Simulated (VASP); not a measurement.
Here is a VASP 6.6.1 calculation.

Contents of INCAR:

```
PREC = Accurate
ENCUT = 520
EDIFF = 1E-7
ISMEAR = 0
SIGMA = 0.1
LREAL = F
LASPH = T
NELM = 150
ALGO = Fast
ISIF = 2
LWAVE = F
LCHARG = F
ISPIN = 2
MAGMOM = 0 0 0 0 0 0 0 0 0 0 0 0 1
LORBIT = 11
LDIPOL = T
IDIPOL = 3
DIPOL = 0.5 0.5 0.307
GGA = PE
NBANDS = 34
```

KPOINTS

```
regular mesh
0
Gamma
  6 6 1
```

Contents of POSCAR:

```
Al12H
1.0
    5.7143028096      0.0000000000      0.0000000000
   -2.8571514048      4.9487313980      0.0000000000
    0.0000000000      0.0000000000     21.6016424764
Al H
12 1
Direct
    0.3333333333      0.1666666667      0.1851711047
    0.3333333333      0.6666666667      0.1851711047
    0.8333333333      0.1666666667      0.1851711047
    0.8333333333      0.6666666667      0.1851711047
    0.1666666667      0.3333333333      0.2916873740
    0.1666666667      0.8333333333      0.2916873740
    0.6666666667      0.3333333333      0.2916873740
    0.6666666667      0.8333333333      0.2916873740
    0.0000000000      0.0000000000      0.3981939098
    0.0000000000      0.5000000000      0.3981939098
    0.5000000000      0.0000000000      0.3981939098
    0.5000000000      0.5000000000      0.3981939098
    0.2777777778     -0.2777777778      0.4940199565
```

Potentials or basis: VASP PAW PBE potentials, release 64 (Al, H).

The run is started by

```sh
$ cat potpaw_PBE.64/Al/POTCAR potpaw_PBE.64/H/POTCAR > POTCAR
$ mpirun -np 1 vasp_std > vasp.out
```

Q: Estimate the largest force.

A: 1.414 eV/Å.

Q: Estimate the net moment.

A: 0.00 μB per cell.

Forces in eV/Å, atoms in the order of the input:
```
Al  -0.066  0.046 -0.112
Al   0.073 -0.042  0.022
Al   0.079 -0.046 -0.139
Al  -0.072  0.034 -0.112
Al  -0.021 -0.040  0.001
Al  -0.001  0.001  0.178
Al  -0.036  0.021 -0.121
Al   0.024  0.038  0.001
Al  -0.060  0.035  0.037
Al   0.069  0.162  0.783
Al  -0.106 -0.141  0.783
Al   0.166 -0.096  0.090
H   -0.048  0.028 -1.413
```
